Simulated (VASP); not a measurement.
Write the native input for VASP 6.6.1 that does the following.

```yaml
Task: single point
Functional: PBE
Potentials_or_basis: VASP PAW PBE potentials, release 64 (Si)
Cutoff: 520 eV
k_mesh: 15 × 15 × 1
Occupations: gaussian, width 0.1 eV
Spin: no spin polarisation
Dipole_correction: yes
Further_INCAR_settings: ALGO = Normal; EDIFF = 1e-06; NBANDS = 11
```

The structure of Si lies in POSCAR:

```
Si
1.0
    3.9990000000      0.0000000000      0.0000000000
   -1.9995000000      3.4632355897      0.0000000000
    0.0000000000      0.0000000000     28.0000000000
Si
2
Direct
    0.3333333333      0.6666666667      0.5127500000
    0.6666666667      0.3333333333      0.4872500000
```

One way to write it, as run:

INCAR

```
PREC = Accurate
ENCUT = 520
EDIFF = 1E-6
ISMEAR = 0
SIGMA = 0.1
LREAL = False
LASPH = True
NELM = 80
ALGO = Normal
ISIF = 2
LWAVE = False
LCHARG = True
LDIPOL = True
IDIPOL = 3
DIPOL = 0.5 0.5 0.500
GGA = PE
LELF = True
LVHAR = True
LVACPOTAV = True
NBANDS = 11
```

KPOINTS

```
Automatic mesh
0
Gamma
  15 15 1
```

Potentials or basis: VASP PAW PBE potentials, release 64 (Si).

Command:

```sh
$ cat potpaw_PBE.64/Si/POTCAR > POTCAR
$ mpirun -np 1 vasp_std > vasp.out
```

It gave:

* Largest force: 0.980 eV/Å
* Band gap on the k mesh: zero (filled and empty bands touch)

Run time: 99 s on 1 thread of Intel(R) Xeon(R) Platinum 8559C (Emerald Rapids), on a shared host, peak memory 0.46 GiB.
